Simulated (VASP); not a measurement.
Here is a VASP 6.6.1 calculation.

The input INCAR:

```
PREC = Accurate
ENCUT = 520
EDIFF = 1E-7
ISMEAR = 1
SIGMA = 0.1
LREAL = False
LASPH = True
NELM = 60
ALGO = Normal
ISIF = 2
LWAVE = False
LCHARG = True
GGA = PS
LELF = True
LVHAR = True
NBANDS = 14
```

KPOINTS

```
regular mesh
0
Gamma
  13 13 13
```

The input POSCAR:

```
Rh
1.0
    0.0000000000      1.8978500000      1.8978500000
    1.8978500000      0.0000000000      1.8978500000
    1.8978500000      1.8978500000      0.0000000000
Rh
1
Direct
    0.0000000000      0.0000000000      0.0000000000
```

Potentials or basis: VASP PAW PBE potentials, release 64 (Rh_pv).

Run with:

```bash
$ cat potpaw_PBE.64/Rh_pv/POTCAR > POTCAR
$ mpirun -np 1 vasp_std > vasp.out
```

**Question.** Predict the pressure.

**Answer.** -3.6 GPa.

Caveat: the PAW data sets were made with another functional, which shifts forces and pressure a little.
